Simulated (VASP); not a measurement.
# Sb (P1) in VASP: relaxation of cell and atoms with PBE

Aim: the relaxation of cell and atoms of Sb with PBE.

Everything below comes from runs of VASP 6.6.1. Logs are shortened: lines on timing, memory, paths and dates and some standing lists are left out, and cuts for length are marked.

**1. The cell of the first run**

The typed cell holds 4 atoms: a = 3.134 Å, b = 6.289 Å, c = 6.243 Å, α = 89.86°, β = 91.35°, γ = 88.30°.

**2. Relaxation of cell and atoms, PBE**

INCAR reads:

```
SYSTEM = Sb
  ALGO = Normal
  EDIFF = 1E-6
  EDIFFG = -0.025
  ENCUT = 600
  GGA = PE
  IBRION = 2
  ISIF = 3
  ISMEAR = 0
  LASPH = .TRUE.
  LCHARG = .FALSE.
  LREAL = .FALSE.
  LWAVE = .FALSE.
  NELM = 60
  NSW = 80
  PREC = Accurate
  SIGMA = 0.2
```

KPOINTS reads:

```
k-points
0
G
  8 4 4
  0 0 0
```

POSCAR reads:

```
Sb
1.0
   -0.0369483914      3.1334401376      0.0466216862
    0.0080795820      0.0932428374      6.2880515357
    6.2425378574     -0.0738967828      0.0080796283
Sb
4
Direct
    0.5275058679     -0.0279391657      0.2440197368
    0.4834724672      0.5408768693      0.2303473518
    0.5259794555     -0.0056149558      0.7728846470
    0.4630422094      0.4926772522      0.7527482644
```

Potentials or basis: VASP PAW PBE potentials, release 64 (Sb).

On the command line:

```console
cat potpaw_PBE.64/Sb/POTCAR > POTCAR
mpirun -np 1 vasp_std > vasp.out
```

OUTCAR:

```text
SYSTEM = Sb
   EDIFF = 1E-6
   EDIFFG = -0.025
   ENCUT = 600
   GGA = PE
   IBRION = 2
   ISIF = 3
   ISMEAR = 0
   LASPH = .TRUE.
   LREAL = .FALSE.
   NELM = 60
   NSW = 80
   PREC = Accurate

 ion  position               nearest neighbor table
   1  0.528  0.972  0.244-   2 2.72   3 2.94   3 3.31   2 3.58
   2  0.483  0.541  0.230-   1 2.72   4 3.00   4 3.28   1 3.58
   3  0.526  0.994  0.773-   1 2.94   4 3.14   4 3.17   1 3.31
   4  0.463  0.493  0.753-   2 3.00   3 3.14   3 3.17   2 3.28

  LATTYP: Found a triclinic cell.
 ALAT       =     6.9190417251
 B/A-ratio  =     1.2822542249
 C/A-ratio  =     0.4529535864
 COS(alpha) =     0.0044310948
 COS(beta)  =     0.4316558741
 COS(gamma) =     0.6384625163

  Lattice vectors:

 A1 = (  -6.2055894660,  -3.0595433548,  -0.0547013145)
 A2 = (  -6.2506174394,  -0.0193460546,  -6.2961311640)
 A3 = (   0.0369483914,  -3.1334401376,  -0.0466216862)

Analysis of symmetry for initial positions (statically):
=====================================================================
 Subroutine PRICEL returns:
 Original cell was already a primitive cell.

 Routine SETGRP: Setting up the symmetry group for a
 triclinic supercell.

 Subroutine GETGRP returns: Found  1 space group operations
 (whereof  1 operations were pure point group operations)
 out of a pool of  2 trial point group operations.

The static configuration has the point symmetry C_1 .

Analysis of symmetry for dynamics (positions and initial velocities):
=====================================================================
 Subroutine PRICEL returns:
 Original cell was already a primitive cell.

 Routine SETGRP: Setting up the symmetry group for a
 triclinic supercell.

 Subroutine GETGRP returns: Found  1 space group operations
 (whereof  1 operations were pure point group operations)
 out of a pool of  2 trial point group operations.

The dynamic configuration has the point symmetry C_1 .

 Subroutine INISYM returns: Found  1 space group operations
 (whereof  1 operations are pure point group operations),
 and found     1 'primitive' translations

----------------------------------------------------------------------------------------

                                     Primitive cell

  volume of cell :     122.9536

  direct lattice vectors                    reciprocal lattice vectors
    -0.036948391  3.133440138  0.046621686     0.003785331  0.319253203 -0.004738934
     0.008079582  0.093242837  6.288051536    -0.000233927 -0.002369480  0.159067212
     6.242537857 -0.073896783  0.008079628     0.160213967  0.001892666 -0.000233926

  length of vectors
     3.134004764  6.288748017  6.242980451     0.319310810  0.159085031  0.160225316

  position of ions in fractional coordinates (direct lattice)
     0.527505868  0.972060834  0.244019737
     0.483472467  0.540876869  0.230347352
     0.525979455  0.994385044  0.772884647
     0.463042209  0.492677252  0.752748264

  ion indices of the primitive-cell ions
   primitive index   ion index
                 1           1
                 2           2
                 3           3
                 4           4

----------------------------------------------------------------------------------------

 KPOINTS: k-points

Automatic generation of k-mesh.
 Grid dimensions read from file:
 generate k-points for:    8    4    4

 Generating k-lattice:

  Cartesian coordinates                     Fractional coordinates (reciprocal lattice)
     0.000473166  0.039906650 -0.000592367     0.125000000 -0.000000000 -0.000000000
    -0.000058482 -0.000592370  0.039766803     0.000000000  0.250000000  0.000000000
     0.040053492  0.000473166 -0.000058482    -0.000000000  0.000000000  0.250000000

  Length of vectors
     0.039913851  0.039771258  0.040056329

  Shift w.r.t. Gamma in fractional coordinates (k-lattice)
     0.000000000  0.000000000  0.000000000

 Subroutine IBZKPT returns following result:
 ===========================================

 Found     68 irreducible k-points:

 Following reciprocal coordinates:
            Coordinates               Weight
  0.000000  0.000000  0.000000      1.000000
  0.125000  0.000000  0.000000      2.000000
  0.250000  0.000000  0.000000      2.000000
  0.375000  0.000000  0.000000      2.000000
  0.500000  0.000000  0.000000      1.000000
  0.000000  0.250000  0.000000      2.000000
[... 16 lines left out ...]
  0.500000  0.000000  0.250000      2.000000
 -0.375000  0.000000  0.250000      2.000000
 [... further k-points ...]
   k-points           NKPTS =     68   k-points in BZ     NKDIM =     68   number of bands    NBANDS=     14
   number of dos      NEDOS =    301   number of ions     NIONS =      4
   total plane-waves  NPLWV =  70000
   dimension x,y,z NGX =    28 NGY =   50 NGZ =   50
   dimension x,y,z NGXF=    56 NGYF=  100 NGZF=  100
   ions per type =               4
   NGX,Y,Z   is equivalent  to a cutoff of  14.85, 13.22, 13.31 a.u.
   NGXF,Y,Z  is equivalent  to a cutoff of  29.71, 26.44, 26.63 a.u.
 SYSTEM =  Sb
   PREC   = accura    normal or accurate (medium, high low for compatibility)
   ISTART =      0    job   : 0-new  1-cont  2-samecut
   ICHARG =      2    charge: 1-file 2-atom 10-const
   ISPIN  =      1    spin polarized calculation?
   LNONCOLLINEAR =      F non collinear calculations
   LSORBIT =      F    spin-orbit coupling
   LASPH  =      T    aspherical Exc in radial PAW
   ENCUT  =  600.0 eV  44.10 Ry    6.64 a.u.   6.26 12.56 12.47*2*pi/ulx,y,z
   NELM   =     60;   NELMIN=  2; NELMDL= -5     # of ELM steps
   EDIFF  = 0.1E-05   stopping-criterion for ELM
   LREAL  =      F    real-space projection
   EDIFFG = -.3E-01   stopping-criterion for IOM
   NSW    =     80    number of steps for IOM
   IBRION =      2    ionic relax: 0-MD 1-quasi-New 2-CG
   NFREE  =      1    steps in history (QN), initial steepest desc. (CG)
   ISIF   =      3    stress and relaxation
   ISYM   =      2    0-nonsym 1-usesym 2-fastsym
   POTIM  = 0.5000    time-step for ionic-motion
   TEBEG  =    0.0;   TEEND  =   0.0 temperature during run
   PSTRESS=    0.0 pullay stress
   NELECT =      20.0000    total number of electrons
   NUPDOWN=      -1.0000    fix difference up-down
   EMIN   =  10.00;   EMAX   =-10.00  energy-range for DOS
   EFERMI =   0.00;   METHOD = LEGACY
   ISMEAR =     0;   SIGMA  =   0.20  broadening in eV -4-tet -1-fermi 0-gaus
   EFERMI_NEDOS =   21; number of points for ismear=-14 and -15
   IALGO  =     38    algorithm
   IMIX   =      4    mixing-type and parameters
     AMIX     =   0.40;   BMIX     =  1.00
     AMIX_MAG =   1.60;   BMIX_MAG =  1.00
  volume/ion in A,a.u.               =      30.74       207.43
  Fermi-wavevector in a.u.,A,eV,Ry     =   0.893657  1.688768 10.865934  0.798624
  Thomas-Fermi vector in A             =   2.015763
   LORBIT       =      0    0 simple, 1 ext, 2 COOP (PROOUT), +10 PAW based schemes
   GGA     = PE    functional components
   LHFCALC =     F    Hartree Fock is set to
   AEXX    =    0.0000 exact exchange contribution
   IVDW    =     0    specifies the selected vdW correction
   LEPSILON=     F    determine dielectric tensor
   LRPA    =     F    only Hartree local field effects (RPA)
 conjugate gradient relaxation of ions
 non-spin polarized calculation
 Gauss-broadening in eV      SIGMA  =   0.20
  energy-cutoff  :      600.00
  volume of cell :      122.95
 maximum number of plane-waves:      4122
 NGX is ok and might be reduce to    28
   NGX = 13   NGY = 25   NGZ = 25

--------------------------------------- Ionic step        1  -------------------------------------------

 number of electron      20.0000000 magnetization

 Free energy of the ion-electron system (eV)
  ---------------------------------------------------
  ext. energy  EPLUGINS =         0.00000000
  ---------------------------------------------------
  free energy    TOTEN  =       -16.17708040 eV

  energy without entropy =      -16.14236190  energy(sigma->0) =      -16.15972115

------------------------ aborting loop because EDIFF is reached ----------------------------------------

  FORCE on cell =-STRESS in cart. coord.  units (eV):
  Direction    XX          YY          ZZ          XY          YZ          ZX
  --------------------------------------------------------------------------------------
  -------------------------------------------------------------------------------------
  Total        1.1819921     -0.0164282      2.9664520      0.0608970     -0.1788377     -0.0439941
  in kB       15.4022398     -0.2140717     38.6550833      0.7935334     -2.3303888     -0.5732757
  external PRESSURE =      17.9477504 kB  Pullay stress =       0.0000000 kB
[... 95 lines left out ...]
  FREE ENERGIE OF THE ION-ELECTRON SYSTEM (eV)
  ---------------------------------------------------
  free  energy   TOTEN  =       -16.2541627235 eV

  energy  without entropy=      -16.2131390698  energy(sigma->0) =      -16.23365090

[... ionic steps 4 to 24 ...]

--------------------------------------- Ionic step       25  -------------------------------------------

 number of electron      20.0000000 magnetization

------------------------ aborting loop because EDIFF is reached ----------------------------------------
[... 71 lines left out ...]
--------------------------------------- Ionic step       27  -------------------------------------------

 number of electron      20.0000001 magnetization

 Free energy of the ion-electron system (eV)
  ---------------------------------------------------
  ext. energy  EPLUGINS =         0.00000000
  ---------------------------------------------------
  free energy    TOTEN  =       -16.33533132 eV

  energy without entropy =      -16.28194111  energy(sigma->0) =      -16.30863621

 E-fermi :   6.9494     XC(G=0):  -9.5809

 val. band max:        6.9447414437   @ k =  -0.3750   0.5000   0.2500
 cond. band min:       6.9501603316   @ k =   0.1250   0.2500   0.5000
 fundamental gap:      0.0054188878
 Fermi energy:         6.9493586364

 k-point     1 :       0.0000    0.0000    0.0000
  band No.  band energies     occupation
      1      -5.3079      2.00000
      2      -2.9302      2.00000
      3      -2.9261      2.00000
      4      -0.4086      2.00000
      5       1.4950      2.00000
      6       1.4964      2.00000
      7       3.4171      2.00000
      8       3.6053      2.00000
      9       9.2115      0.00000
     10      10.1542      0.00000
     11      10.2635      0.00000
     12      10.2998      0.00000
     13      12.1385      0.00000
     14      12.1516      0.00000
[... 377 lines left out ...]
      1      -3.3079      2.00000
      2      -1.6428      2.00000
      3      -0.8553      2.00000
      4       0.9046      2.00000
      5       2.8516      2.00000
      6       3.2711      2.00000
      7       3.9375      2.00000
      8       4.3780      2.00000
      9       4.6410      2.00000
     10       4.9373      2.00000
     11       5.8475      2.00000
     12       6.6087      1.98401
     13       9.8252      0.00000
     14      10.3372      0.00000

 [... further k-points ...]

------------------------ aborting loop because EDIFF is reached ----------------------------------------

  FORCE on cell =-STRESS in cart. coord.  units (eV):
  Direction    XX          YY          ZZ          XY          YZ          ZX
  --------------------------------------------------------------------------------------
  -------------------------------------------------------------------------------------
  Total        0.0063308      0.0049011      0.0348367      0.0304494     -0.0027070     -0.0009088
  in kB        0.0840689      0.0650828      0.4626082      0.4043468     -0.0359474     -0.0120689
  external PRESSURE =       0.2039199 kB  Pullay stress =       0.0000000 kB
[... 19 lines left out ...]
  FREE ENERGIE OF THE ION-ELECTRON SYSTEM (eV)
  ---------------------------------------------------
  free  energy   TOTEN  =       -16.3353313198 eV

  energy  without entropy=      -16.2819411067  energy(sigma->0) =      -16.30863621

 reached required accuracy - stopping structural energy minimisation
```

It took 39 min on 1 thread of Intel Xeon 8259CL, shared host; peak memory 0.35 GiB.

What came out:

* Free energy: -16.3353 eV
* Relaxed volume: 30.16 Å³/atom
* Relaxed cell: a = 3.113 Å, b = 6.228 Å, c = 6.226 Å, α = 90.93°, β = 91.40°, γ = 90.86°
* Space group after relaxing (to 0.1 Å): R-3m (No. 166)
* Energy gained by relaxing: 39.6 meV/atom
* Ionic steps: 27
* Pressure after relaxing: 0.0 GPa
* Largest force after relaxing: 0.024 eV/Å
* Band gap on the k mesh: zero (bands 10 and 11 overlap by 5.06 eV)

Forces on the atoms (eV/Å):
```
Sb  -0.012 -0.011 -0.018
Sb  -0.003  0.001  0.007
Sb   0.002 -0.001  0.016
Sb   0.012  0.011 -0.006
```

The path:
```csv
step,energy change (eV),largest force (eV/Å),pressure (GPa),volume (Å³)
1,0.0000,1.2021,1.79,122.95
2,-0.0556,0.1248,-1.82,129.14
3,-0.0771,0.3263,-0.66,126.81
4,-0.0985,0.2977,-0.33,125.22
5,-0.1271,0.2405,1.03,120.48
6,-0.1385,0.1509,0.58,120.92
7,-0.1460,0.0704,0.00,121.57
8,-0.1465,0.0642,-0.15,121.76
9,-0.1465,0.0627,-0.19,121.82
10,-0.1483,0.0633,-0.12,121.54
11,-0.1499,0.0627,0.06,120.90
12,-0.1512,0.0571,0.06,120.80
13,-0.1536,0.0561,0.09,120.50
14,-0.1537,0.0550,0.11,120.39
15,-0.1549,0.0497,0.02,120.55
16,-0.1552,0.0457,-0.06,120.71
17,-0.1553,0.0462,-0.05,120.69
18,-0.1558,0.0430,0.00,120.57
19,-0.1562,0.0406,0.13,120.33
20,-0.1565,0.0389,0.09,120.42
21,-0.1573,0.0343,-0.02,120.68
22,-0.1575,0.0267,-0.24,121.19
23,-0.1576,0.0295,-0.15,120.98
24,-0.1581,0.0272,-0.03,120.74
25,-0.1581,0.0263,0.03,120.63
26,-0.1581,0.0262,0.03,120.61
27,-0.1583,0.0240,0.02,120.65
```

Final structure:
```
CELL_PARAMETERS angstrom
-0.03830 3.11316 -0.02272
-0.05122 -0.04829 6.22737
6.22512 -0.07552 -0.04999
ATOMIC_POSITIONS crystal
Sb 0.50684 0.00293 0.25268
Sb 0.49908 0.50038 0.24868
Sb 0.50114 0.99656 0.75081
Sb 0.49295 0.50013 0.74782
```

Caveat: spin-orbit coupling is left out, which moves the levels of the heavy elements.
